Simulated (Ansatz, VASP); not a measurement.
**One calculation of P, two programs**

```
P
1.0
     3.28373    0.00000    0.00000
     0.00000   34.85703    0.00000
     0.00000    0.00000    4.63208
P
4
Direct
  0.00000 0.97026 0.59215
  0.00000 0.02974 0.40785
  0.50000 0.02974 0.09215
  0.50000 0.97026 0.90785
```

Alike in both runs: task single point; functional LDA; k mesh 10 × 1 × 8; occupations gaussian, width 0.05 eV; no spin polarisation.

|  | VASP | Ansatz |
| --- | --- | --- |
| version | VASP 6.6.1 | Ansatz 0.2.0 |
| potentials or method | VASP PAW LDA potentials, release 64 (P), cutoff 520 eV | scalar-relativistic, plane waves, PAW |
| valence electrons in the cell | 20 | 20 |

Ansatz gave:

```
gap on the k mesh at the Fermi level (eV) : 0.84
least direct gap on the mesh (eV)         : 0.84
rms of the force components (eV/Å)        : 0.095
```

Problem. What did VASP give for the same quantities?

Solution. gap on the k mesh at the Fermi level (eV): 0.85; least direct gap on the mesh (eV): 0.85; rms of the force components (eV/Å): 0.082.

LDA's correlation is that of Perdew and Zunger in VASP and of Perdew and Wang (1992) in Ansatz. Atom by atom the forces differ by 0.025 eV/Å (rms over components).
